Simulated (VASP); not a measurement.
# Te2Mo (P2_1/m) in VASP: notebook

Te2Mo is run at these levels: PBE exchange alone, BLYP; tasks: single point.

Program: VASP 6.6.1. These are calculated values, not measurements. Logs are shortened: lines on timing, memory, paths and dates and some standing lists are left out, and cuts for length are marked.

**1. The cell of the first run**

It takes space group P2_1/m (No. 11, monoclinic). Conventional cell: a = 6.413 Å, b = 3.515 Å, c = 14.042 Å, α = 90.00°, β = 93.92°, γ = 90.00°. Within 4.2 Å of Te (site symmetry m) lie 4 Mo at 2.83 to 4.15 Å and 11 Te at 3.51 to 4.19 Å. Te (site symmetry m) has 3 Mo at 2.73 to 2.74 Å and 9 Te at 3.51 to 3.96 Å within 4.0 Å. Within 4.3 Å of Te (site symmetry m) lie 4 Mo at 2.83 to 4.14 Å and 11 Te at 3.51 to 4.20 Å. Te (site symmetry m) has 3 Mo at 2.73 to 2.75 Å and 9 Te at 3.51 to 3.96 Å within 4.0 Å. Mo (site symmetry m) has 6 Te at 2.73 to 2.85 Å and 4 Mo at 2.93 to 3.51 Å within 3.6 Å. Mo (site symmetry m) has 6 Te at 2.73 to 2.85 Å and 4 Mo at 2.94 to 3.51 Å within 3.6 Å.

**2. Single point, PBE exchange alone**

Input file INCAR:

```
AGGAC = 0.0
ALDAC = 0.0
ALGO = Normal
EDIFF = 1E-6
ENCUT = 520
GGA = PE
ISIF = 2
ISMEAR = -1
LASPH = T
LCHARG = F
LREAL = F
LWAVE = F
NBANDS = 64
NELM = 100
PREC = Accurate
SIGMA = 0.05
```

Input file KPOINTS:

```
k-points
0
Gamma
  4 8 2
```

Input file POSCAR:

```
Te2Mo
1.0
    6.4132990262      0.0000000000      0.0000000000
    0.0000000000      3.5146499719      0.0000000000
   -0.9592539627      0.0000000000     14.0095870791
Te Mo
8 4
Direct
    0.9437000000      0.7500000000      0.6045000000
    0.0563000000      0.2500000000      0.3955000000
    0.9030000000      0.2500000000      0.8514000000
    0.0970000000      0.7500000000      0.1486000000
    0.4112000000      0.7500000000      0.8955000000
    0.5888000000      0.2500000000      0.1045000000
    0.4432000000      0.2500000000      0.6484000000
    0.5568000000      0.7500000000      0.3516000000
    0.8167000000      0.7500000000      0.9926000000
    0.1833000000      0.2500000000      0.0074000000
    0.6819000000      0.2500000000      0.4934000000
    0.3181000000      0.7500000000      0.5066000000
```

Potentials or basis: VASP PAW PBE potentials, release 64 (Te, Mo_sv).

The run is started by

```console
$ cat potpaw_PBE.64/Te/POTCAR potpaw_PBE.64/Mo_sv/POTCAR > POTCAR
$ mpirun -np 1 vasp_std > vasp.out
```

OUTCAR:

```text
EDIFF = 1E-6
   ENCUT = 520
   GGA = PE
   ISIF = 2
   ISMEAR = -1
   LASPH = T
   LREAL = F
   NELM = 100
   PREC = Accurate

 ion  position               nearest neighbor table
   1  0.944  0.750  0.605-  11 2.83  11 2.83  12 2.85   2 3.54   2 3.54   7 3.67   7 3.67
   2  0.056  0.250  0.395-  12 2.83  12 2.83  11 2.85   1 3.54   1 3.54   8 3.67   8 3.67
   3  0.903  0.250  0.851-   9 2.73   9 2.73  10 2.74
   4  0.097  0.750  0.149-  10 2.73  10 2.73   9 2.74
   5  0.411  0.750  0.895-  10 2.83  10 2.83   9 2.85   6 3.54   6 3.54
   6  0.589  0.250  0.105-   9 2.83   9 2.83  10 2.85   5 3.54   5 3.54
   7  0.443  0.250  0.648-  12 2.73  12 2.73  11 2.75   1 3.67   1 3.67
   8  0.557  0.750  0.352-  11 2.73  11 2.73  12 2.75   2 3.67   2 3.67
   9  0.817  0.750  0.993-   3 2.73   3 2.73   4 2.74   6 2.83   6 2.83   5 2.85  10 2.93  10 2.93

  10  0.183  0.250  0.007-   4 2.73   4 2.73   3 2.74   5 2.83   5 2.83   6 2.85   9 2.93   9 2.93

  11  0.682  0.250  0.493-   8 2.73   8 2.73   7 2.75   1 2.83   1 2.83   2 2.85  12 2.94  12 2.94

  12  0.318  0.750  0.507-   7 2.73   7 2.73   8 2.75   2 2.83   2 2.83   1 2.85  11 2.94  11 2.94

  LATTYP: Found a simple monoclinic cell.
 ALAT       =     6.4132990262
 B/A-ratio  =     0.5480252765
 C/A-ratio  =     2.1895734597
 COS(beta)  =    -0.0683113066

  Lattice vectors:

 A1 = (   6.4132990262,   0.0000000000,   0.0000000000)
 A2 = (   0.0000000000,   3.5146499719,   0.0000000000)
 A3 = (  -0.9592539627,   0.0000000000,  14.0095870791)

Analysis of symmetry for initial positions (statically):
=====================================================================
 Subroutine PRICEL returns:
 Original cell was already a primitive cell.

 Routine SETGRP: Setting up the symmetry group for a
 simple monoclinic supercell.

 Subroutine GETGRP returns: Found  4 space group operations
 (whereof  2 operations were pure point group operations)
 out of a pool of  4 trial point group operations.

The static configuration has the point symmetry S_2 .
 The point group associated with its full space group is C_2h.

Analysis of symmetry for dynamics (positions and initial velocities):
=====================================================================
 Subroutine PRICEL returns:
 Original cell was already a primitive cell.

 Routine SETGRP: Setting up the symmetry group for a
 simple monoclinic supercell.

 Subroutine GETGRP returns: Found  4 space group operations
 (whereof  2 operations were pure point group operations)
 out of a pool of  4 trial point group operations.

The dynamic configuration has the point symmetry S_2 .
[... 129 lines left out ...]
   TEBEG  =    0.0;   TEEND  =   0.0 temperature during run
   PSTRESS=    0.0 pullay stress
   NELECT =     104.0000    total number of electrons
   NUPDOWN=      -1.0000    fix difference up-down
   EMIN   =  10.00;   EMAX   =-10.00  energy-range for DOS
   EFERMI =   0.00;   METHOD = LEGACY
   ISMEAR =    -1;   SIGMA  =   0.05  broadening in eV -4-tet -1-fermi 0-gaus
   EFERMI_NEDOS =   21; number of points for ismear=-14 and -15
   IALGO  =     38    algorithm
   IMIX   =      4    mixing-type and parameters
     AMIX     =   0.40;   BMIX     =  1.00
     AMIX_MAG =   1.60;   BMIX_MAG =  1.00
  volume/ion in A,a.u.               =      26.32       177.58
  Fermi-wavevector in a.u.,A,eV,Ry     =   1.130550  2.136429 17.390185  1.278143
  Thomas-Fermi vector in A             =   2.267246
   LORBIT       =      0    0 simple, 1 ext, 2 COOP (PROOUT), +10 PAW based schemes
   GGA     = PE    functional components
   LHFCALC =     F    Hartree Fock is set to
   AEXX    =    0.0000 exact exchange contribution
   IVDW    =     0    specifies the selected vdW correction
   LEPSILON=     F    determine dielectric tensor
   LRPA    =     F    only Hartree local field effects (RPA)
 non-spin polarized calculation
  energy-cutoff  :      520.00
  volume of cell :      315.78
 maximum number of plane-waves:      8536
 NGX is ok and might be reduce to    48
   NGX = 23   NGY = 13   NGZ = 53

 number of electron     104.0000005 magnetization

 Free energy of the ion-electron system (eV)
  ---------------------------------------------------
  ext. energy  EPLUGINS =         0.00000000
  ---------------------------------------------------
  free energy    TOTEN  =       -50.10598035 eV

  energy without entropy =      -50.07123810  energy(sigma->0) =      -50.08860922

 E-fermi :   9.2460     XC(G=0):  -8.5247

 val. band max:        9.2317461948   @ k =   0.5000   0.0000   0.0000
 cond. band min:       9.2528875803   @ k =   0.0000   0.1250   0.0000
 fundamental gap:      0.0211413856
 Fermi energy:         9.2460190237

 k-point     1 :       0.0000    0.0000    0.0000
  band No.  band energies     occupation
      1     -51.8171      2.00000
      2     -51.7926      2.00000
      3     -51.7687      2.00000
      4     -51.7431      2.00000
      5     -26.0668      2.00000
      6     -26.0445      2.00000
[... 1597 lines left out ...]
     63      11.4626      0.00000
     64      11.5816      0.00000

 [... further k-points ...]
[... 5 lines left out ...]
  --------------------------------------------------------------------------------------
  -------------------------------------------------------------------------------------
  Total       23.3846533     24.5327853     21.8228417      0.0000000      0.0000000      0.1625082
  in kB      118.6458670    124.4711026    110.7217599      0.0000000      0.0000000      0.8245119
  external PRESSURE =     117.9462431 kB  Pullay stress =       0.0000000 kB

 VOLUME and BASIS-vectors are now :
 -----------------------------------------------------------------------------
  energy-cutoff  :      520.00
  volume of cell :      315.78
      direct lattice vectors                 reciprocal lattice vectors
     6.413299026  0.000000000  0.000000000     0.155925990  0.000000000  0.010676448
     0.000000000  3.514649972  0.000000000     0.000000000  0.284523355  0.000000000
    -0.959253963  0.000000000 14.009587079     0.000000000  0.000000000  0.071379691

 POSITION                                       TOTAL-FORCE (eV/Angst)
 -----------------------------------------------------------------------------------
      5.47236      2.63599      8.46880         0.052142     -0.000000      0.566141
     -0.01832      0.87866      5.54079        -0.052142     -0.000000     -0.566141
      4.97450      0.87866     11.92776        -0.028347     -0.000000     -0.618498
      0.47954      2.63599      2.08182         0.028347      0.000000      0.618498
      1.77814      2.63599     12.54559         0.016032      0.000000     -0.523928
      3.67591      0.87866      1.46400        -0.016032     -0.000000      0.523928
      2.22039      0.87866      9.08382        -0.066725     -0.000000      0.580964
      3.23365      2.63599      4.92577         0.066725      0.000000     -0.580964
      4.28559      2.63599     13.90592         0.044545     -0.000000     -0.016831
      1.16846      0.87866      0.10367        -0.044545     -0.000000      0.016831
      3.89993      0.87866      6.91233        -0.138672     -0.000000     -0.013041
      1.55411      2.63599      7.09726         0.138672     -0.000000      0.013041
 -----------------------------------------------------------------------------------
    total drift:                               -0.000000      0.000000      0.000000

  FREE ENERGIE OF THE ION-ELECTRON SYSTEM (eV)
  ---------------------------------------------------
  free  energy   TOTEN  =       -50.1059803497 eV

  energy  without entropy=      -50.0712380956  energy(sigma->0) =      -50.08860922
```

stdout:

```text
POSCAR found type information on POSCAR TeMo
 POSCAR found :  2 types and      12 ions
 scaLAPACK will be used
 LDA part: xc-table for (Slater+PW92), standard interpolation
 POSCAR, INCAR and KPOINTS ok, starting setup
 FFT: planning ... GRIDC
 FFT: planning ... GRID_SOFT
 FFT: planning ... GRID
 WAVECAR not read
 entering main loop
```

Run time: 14 min. Hardware: 1 thread of Intel Xeon Platinum 8488C (Sapphire Rapids), shared host; peak memory 0.66 GiB.

Results:

```
Free energy            : -50.1060 eV
Pressure               : 11.8 GPa
Largest force          : 0.619 eV/Å
Band gap on the k mesh : zero (bands 52 and 53 overlap by 0.12 eV)
```

Forces on the atoms (eV/Å):
```
Te   0.052  0.000  0.566
Te  -0.052  0.000 -0.566
Te  -0.028  0.000 -0.618
Te   0.028  0.000  0.618
Te   0.016  0.000 -0.524
Te  -0.016  0.000  0.524
Te  -0.067  0.000  0.581
Te   0.067  0.000 -0.581
Mo   0.045  0.000 -0.017
Mo  -0.045  0.000  0.017
Mo  -0.139  0.000 -0.013
Mo   0.139  0.000  0.013
```

Stress tensor (GPa, compression positive):
```
11.86  0.00  0.08
 0.00 12.45  0.00
 0.08  0.00 11.07
```

Caveat: the cell stands under pressure; spin-orbit coupling is left out, which moves the levels of the heavy elements.

**3. Single point, BLYP**

This run uses another cell than the first one, of 24.29 Å³/atom.

Input file INCAR:

```
SYSTEM = Te2Mo
  AGGAC = 1.0
  AGGAX = 1.0
  ALDAC = 0.0
  ALDAX = 1.0
  ALGO = Normal
  EDIFF = 1E-6
  ENCUT = 520
  GGA = B5
  ISIF = 2
  ISMEAR = -1
  LASPH = .TRUE.
  LCHARG = .FALSE.
  LREAL = .FALSE.
  LWAVE = .FALSE.
  NBANDS = 64
  NELM = 80
  PREC = Accurate
  SIGMA = 0.05
```

Input file KPOINTS:

```
k-points
0
G
  4 8 2
  0 0 0
```

POSCAR, as its differences from that of step 2:

```diff
@@ -2,5 +2,5 @@
 1.0
-    6.4132990262      0.0000000000      0.0000000000
-    0.0000000000      3.5146499719      0.0000000000
-   -0.9592539627      0.0000000000     14.0095870791
+    6.2444489722      0.0000000000      0.0000000000
+    0.0000000000      3.4221158743      0.0000000000
+   -0.9339986171      0.0000000000     13.6407411037
 Te Mo
```

Potentials or basis: VASP PAW PBE potentials, release 64 (Te, Mo_sv).

The run is started by

```console
$ cat potpaw_PBE.64/Te/POTCAR potpaw_PBE.64/Mo_sv/POTCAR > POTCAR
$ mpirun -np 1 vasp_std > vasp.out
```

OUTCAR:

```text
SYSTEM = Te2Mo
   EDIFF = 1E-6
   ENCUT = 520
   GGA = B5
   ISIF = 2
   ISMEAR = -1
   LASPH = .TRUE.
   LREAL = .FALSE.
   NELM = 80
   PREC = Accurate

 ion  position               nearest neighbor table
   1  0.944  0.750  0.605-  11 2.75  11 2.75  12 2.77   2 3.44   2 3.44   7 3.57   7 3.57   7 3.65
                             7 3.65
   2  0.056  0.250  0.395-  12 2.75  12 2.75  11 2.77   1 3.44   1 3.44   8 3.57   8 3.57   8 3.65
                             8 3.65
   3  0.903  0.250  0.851-   9 2.66   9 2.66  10 2.67   5 3.60   5 3.60   5 3.62   5 3.62
   4  0.097  0.750  0.149-  10 2.66  10 2.66   9 2.67   6 3.60   6 3.60   6 3.62   6 3.62
   5  0.411  0.750  0.895-  10 2.76  10 2.76   9 2.78   6 3.45   6 3.45   3 3.60   3 3.60   3 3.62
                             3 3.62
   6  0.589  0.250  0.105-   9 2.76   9 2.76  10 2.78   5 3.45   5 3.45   4 3.60   4 3.60   4 3.62
                             4 3.62
   7  0.443  0.250  0.648-  12 2.66  12 2.66  11 2.67   1 3.57   1 3.57   1 3.65   1 3.65
   8  0.557  0.750  0.352-  11 2.66  11 2.66  12 2.67   2 3.57   2 3.57   2 3.65   2 3.65
   9  0.817  0.750  0.993-   3 2.66   3 2.66   4 2.67   6 2.76   6 2.76   5 2.78  10 2.85  10 2.85

  10  0.183  0.250  0.007-   4 2.66   4 2.66   3 2.67   5 2.76   5 2.76   6 2.78   9 2.85   9 2.85

  11  0.682  0.250  0.493-   8 2.66   8 2.66   7 2.67   1 2.75   1 2.75   2 2.77  12 2.86  12 2.86

  12  0.318  0.750  0.507-   7 2.66   7 2.66   8 2.67   2 2.75   2 2.75   1 2.77  11 2.86  11 2.86

  LATTYP: Found a simple monoclinic cell.
 ALAT       =     6.2444489722
 B/A-ratio  =     0.5480252765
 C/A-ratio  =     2.1895734597
 COS(beta)  =    -0.0683113066

  Lattice vectors:

 A1 = (   6.2444489722,   0.0000000000,   0.0000000000)
 A2 = (   0.0000000000,   3.4221158743,   0.0000000000)
 A3 = (  -0.9339986171,   0.0000000000,  13.6407411037)

Analysis of symmetry for initial positions (statically):
=====================================================================
[... 170 lines left out ...]
   LORBIT       =      0    0 simple, 1 ext, 2 COOP (PROOUT), +10 PAW based schemes
   GGA     = B5    functional components
   LHFCALC =     F    Hartree Fock is set to
   AEXX    =    0.0000 exact exchange contribution
   IVDW    =     0    specifies the selected vdW correction
   LEPSILON=     F    determine dielectric tensor
   LRPA    =     F    only Hartree local field effects (RPA)
 non-spin polarized calculation
  energy-cutoff  :      520.00
  volume of cell :      291.49
 maximum number of plane-waves:      7882
 NGX is ok and might be reduce to    48
   NGX = 23   NGY = 13   NGZ = 51

 number of electron     103.9999998 magnetization

 Free energy of the ion-electron system (eV)
  ---------------------------------------------------
  ext. energy  EPLUGINS =         0.00000000
  ---------------------------------------------------
  free energy    TOTEN  =       -59.15145644 eV

  energy without entropy =      -59.11696632  energy(sigma->0) =      -59.13421138

 E-fermi :   9.2695     XC(G=0):  -9.9158

 val. band max:        9.2607688307   @ k =   0.0000   0.0000   0.5000
 cond. band min:       9.2791484984   @ k =   0.5000   0.0000   0.5000
 fundamental gap:      0.0183796678
 Fermi energy:         9.2694699901

 k-point     1 :       0.0000    0.0000    0.0000
  band No.  band energies     occupation
      1     -51.6041      2.00000
      2     -51.5792      2.00000
      3     -51.5352      2.00000
      4     -51.5087      2.00000
      5     -26.0291      2.00000
      6     -26.0070      2.00000
[... 1597 lines left out ...]
     63      11.6555      0.00000
     64      11.7992      0.00000

 [... further k-points ...]
[... 5 lines left out ...]
  --------------------------------------------------------------------------------------
  -------------------------------------------------------------------------------------
  Total       26.3412462     26.0639842     24.3912571      0.0000000      0.0000000      0.1583594
  in kB      144.7838435    143.2598815    134.0657888      0.0000000      0.0000000      0.8704176
  external PRESSURE =     140.7031713 kB  Pullay stress =       0.0000000 kB

 VOLUME and BASIS-vectors are now :
 -----------------------------------------------------------------------------
  energy-cutoff  :      520.00
  volume of cell :      291.49
      direct lattice vectors                 reciprocal lattice vectors
     6.244448972  0.000000000  0.000000000     0.160142233  0.000000000  0.010965139
     0.000000000  3.422115874  0.000000000     0.000000000  0.292216873  0.000000000
    -0.933998617  0.000000000 13.640741104     0.000000000  0.000000000  0.073309800

 POSITION                                       TOTAL-FORCE (eV/Angst)
 -----------------------------------------------------------------------------------
      5.32828      2.56659      8.24583         0.110490     -0.000000      0.834051
     -0.01783      0.85553      5.39491        -0.110490     -0.000000     -0.834051
      4.84353      0.85553     11.61373        -0.028211     -0.000000     -1.234852
      0.46692      2.56659      2.02701         0.028211     -0.000000      1.234852
      1.73132      2.56659     12.21528         0.074005     -0.000000     -0.781624
      3.57913      0.85553      1.42546        -0.074005     -0.000000      0.781624
      2.16194      0.85553      8.84466        -0.067992      0.000000      1.189009
      3.14852      2.56659      4.79608         0.067992     -0.000000     -1.189009
      4.17275      2.56659     13.53980        -0.163018     -0.000000      0.061884
      1.13770      0.85553      0.10094         0.163018     -0.000000     -0.061884
      3.79725      0.85553      6.73034         0.038642     -0.000000      0.092947
      1.51320      2.56659      6.91040        -0.038642     -0.000000     -0.092947
 -----------------------------------------------------------------------------------
    total drift:                               -0.000000      0.000000      0.000000

  FREE ENERGIE OF THE ION-ELECTRON SYSTEM (eV)
  ---------------------------------------------------
  free  energy   TOTEN  =       -59.1514564387 eV

  energy  without entropy=      -59.1169663196  energy(sigma->0) =      -59.13421138
```

OSZICAR:

```text
N       E                     dE             d eps       ncg     rms          rms(c)
DAV:   1     0.890858485518E+03    0.89086E+03   -0.53887E+04  4432   0.147E+03
DAV:   2    -0.178696871802E+01   -0.89265E+03   -0.86764E+03  4704   0.350E+02
DAV:   3    -0.591854359976E+02   -0.57398E+02   -0.55648E+02  4712   0.757E+01
DAV:   4    -0.611867016847E+02   -0.20013E+01   -0.19774E+01  4744   0.132E+01
DAV:   5    -0.612560323848E+02   -0.69331E-01   -0.69257E-01  4968   0.250E+00    0.315E+01
DAV:   6    -0.597058182645E+02    0.15502E+01   -0.69636E+00  4408   0.109E+01    0.121E+01
DAV:   7    -0.597822899873E+02   -0.76472E-01   -0.59835E+00  4584   0.819E+00    0.744E+00
DAV:   8    -0.591405246302E+02    0.64177E+00   -0.21789E+00  4384   0.559E+00    0.409E+00
DAV:   9    -0.591635086665E+02   -0.22984E-01   -0.37858E-01  4824   0.195E+00    0.198E+00
DAV:  10    -0.591586521085E+02    0.48566E-02   -0.90691E-02  4624   0.109E+00    0.134E+00
DAV:  11    -0.591531834658E+02    0.54686E-02   -0.88174E-02  4632   0.107E+00    0.793E-01
DAV:  12    -0.591517773548E+02    0.14061E-02   -0.13595E-02  4392   0.402E-01    0.476E-01
DAV:  13    -0.591516235741E+02    0.15378E-03   -0.16178E-03  4632   0.137E-01    0.269E-01
DAV:  14    -0.591514548998E+02    0.16867E-03   -0.45736E-04  4424   0.851E-02    0.149E-01
DAV:  15    -0.591514552702E+02   -0.37032E-06   -0.14320E-04  4704   0.403E-02    0.548E-02
DAV:  16    -0.591514571255E+02   -0.18553E-05   -0.11657E-05  3920   0.107E-02    0.500E-02
DAV:  17    -0.591514564387E+02    0.68671E-06   -0.11948E-06  2456   0.428E-03
   1 F= -.59151456E+02 E0= -.59134211E+02  d E =-.344901E-01
```

stdout:

```text
POSCAR found type information on POSCAR TeMo
 POSCAR found :  2 types and      12 ions
 scaLAPACK will be used
 -----------------------------------------------------------------------------
|                                                                             |
|                                                                             |
|     You enforced a specific xc type in the INCAR file but a different       |
|     I HOPE YOU KNOW WHAT YOU ARE DOING!                                     |
|                                                                             |
 -----------------------------------------------------------------------------

 LDA part: xc-table for (Slater(with rela. corr.)+VWN5), standard interpolation
 POSCAR, INCAR and KPOINTS ok, starting setup
 FFT: planning ... GRIDC
 FFT: planning ... GRID_SOFT
 FFT: planning ... GRID
 WAVECAR not read
 entering main loop
```

Wall time 6.6 min (1 thread of Intel Xeon 6975P-C (Granite Rapids), shared host); peak memory 0.63 GiB.

Results:

```yaml
Free_energy: -59.1515 eV
Pressure: 14.1 GPa
Largest_force: 1.235 eV/Å
Band_gap_on_the_k_mesh: zero (bands 52 and 53 overlap by 0.24 eV)
```

Forces in eV/Å, atoms in the order of the input:
```
Te   0.110  0.000  0.834
Te  -0.110  0.000 -0.834
Te  -0.028  0.000 -1.235
Te   0.028  0.000  1.235
Te   0.074  0.000 -0.782
Te  -0.074  0.000  0.782
Te  -0.068  0.000  1.189
Te   0.068  0.000 -1.189
Mo  -0.163  0.000  0.062
Mo   0.163  0.000 -0.062
Mo   0.039  0.000  0.093
Mo  -0.039  0.000 -0.093
```

Stress tensor (GPa, compression positive):
```
14.48  0.00  0.09
 0.00 14.33  0.00
 0.09  0.00 13.41
```

Caveat: the cell stands under pressure; the PAW data sets were made with another functional, which shifts forces and pressure a little; spin-orbit coupling is left out, which moves the levels of the heavy elements.
